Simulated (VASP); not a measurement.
Wanted: the native input for a VASP 6.6.1 run.

```yaml
Task: single point
Functional: PBEsol
Potentials_or_basis: VASP PAW PBE potentials, release 64 (Hf_pv, Si)
Cutoff: 520 eV
k_mesh: 6 × 6 × 6
Occupations: gaussian, width 0.1 eV
Spin: no spin polarisation
Dipole_correction: no
Further_INCAR_settings: ALGO = Normal; EDIFF = 1e-06; NBANDS = 33
```

The structure of Hf2Si lies in POSCAR:

```
Hf2Si
1.0
   -3.2753522240      3.2753522240      2.5828233930
    3.2753522240     -3.2753522240      2.5828233930
    3.2753522240      3.2753522240     -2.5828233930
Hf Si
4 2
Direct
    0.8435136200      0.6564863800      0.5000000000
    0.3435136200      0.8435136200      0.1870272400
    0.1564863800      0.3435136200      0.5000000000
    0.6564863800      0.1564863800      0.8129727600
    0.7500000000      0.7500000000      0.0000000000
    0.2500000000      0.2500000000      0.0000000000
```

The input as run:

INCAR

```
PREC = Accurate
ENCUT = 520
EDIFF = 1E-6
ISMEAR = 0
SIGMA = 0.1
LREAL = False
LASPH = True
NELM = 60
ALGO = Normal
ISIF = 2
LWAVE = False
LCHARG = False
GGA = PS
NBANDS = 33
```

KPOINTS

```
Automatic mesh
0
Gamma
  6 6 6
```

Potentials or basis: VASP PAW PBE potentials, release 64 (Hf_pv, Si).

Launch:

```bash
$ cat potpaw_PBE.64/Hf_pv/POTCAR potpaw_PBE.64/Si/POTCAR > POTCAR
$ mpirun -np 1 vasp_std > vasp.out
```

It gave:

* Pressure: -2.6 GPa
* Largest force: 0.020 eV/Å
* Band gap on the k mesh: zero (band 24 reaches 6.58 eV, above the bottom of band 25 at 5.89 eV)

Caveat: the PAW data sets were made with another functional, which shifts forces and pressure a little; spin-orbit coupling is left out, which moves the levels of the heavy elements.

Wall time 45 s on 1 thread of Intel(R) Xeon(R) 6975P-C (Granite Rapids), with other jobs on the host, peak memory 0.28 GiB.
